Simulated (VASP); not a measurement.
Write the native input for VASP 6.6.1 that does the following.

| Quantity | Value |
| --- | --- |
| Task | single point |
| Functional | LDA |
| Potentials or basis | VASP PAW LDA potentials, release 64 (Ca_sv, Mg) |
| Cutoff | 520 eV |
| k mesh | 18 × 18 × 10 |
| Occupations | gaussian, width 0.15 eV |
| Spin | no spin polarisation |
| Dipole correction | no |
| Further INCAR settings | ALGO = Fast; EDIFF = 1e-06; NBANDS = 13 |

The structure of CaMg lies in POSCAR:

```
CaMg
1.0
    3.4518317079      0.0000000000      0.0000000000
   -1.7259158540      2.9893739486      0.0000000000
    0.0000000000      0.0000000000      6.3489419797
Ca Mg
1 1
Direct
    0.0000000000      0.0000000000      0.5000000000
    0.6666666667      0.3333333333      0.0000000000
```

This cell differs from its parent crystal: ratio of the length along z to the lengths across it x 1.2, volume and fractional coordinates fixed.

These files were run (other wordings do the same):

INCAR

```
SYSTEM = CaMg
  PREC = Accurate
  ENCUT = 520
  EDIFF = 1E-6
  ISMEAR = 0
  SIGMA = 0.15
  LREAL = .False.
  LASPH = .True.
  NELM = 100
  ALGO = Fast
  ISIF = 2
  LWAVE = .False.
  LCHARG = .False.
  GGA = CA
  NBANDS = 13
```

KPOINTS

```
Automatic mesh
0
Gamma
  18 18 10
  0 0 0
```

Potentials or basis: VASP PAW LDA potentials, release 64 (Ca_sv, Mg).

The run is started by

```bash
$ cat potpaw_LDA.64/Ca_sv/POTCAR potpaw_LDA.64/Mg/POTCAR > POTCAR
$ mpirun -np 1 vasp_std > vasp.out
```

Results of the run:

```yaml
Pressure: -2.0 GPa
Band_gap_on_the_k_mesh: zero (bands 6 and 7 overlap by 1.40 eV)
```

Caveat: the stress differs along the axes, from -7 to 0 GPa.

Wall time 6 min on 1 thread of Intel Xeon 8259CL (shared host), peak memory 0.34 GiB.
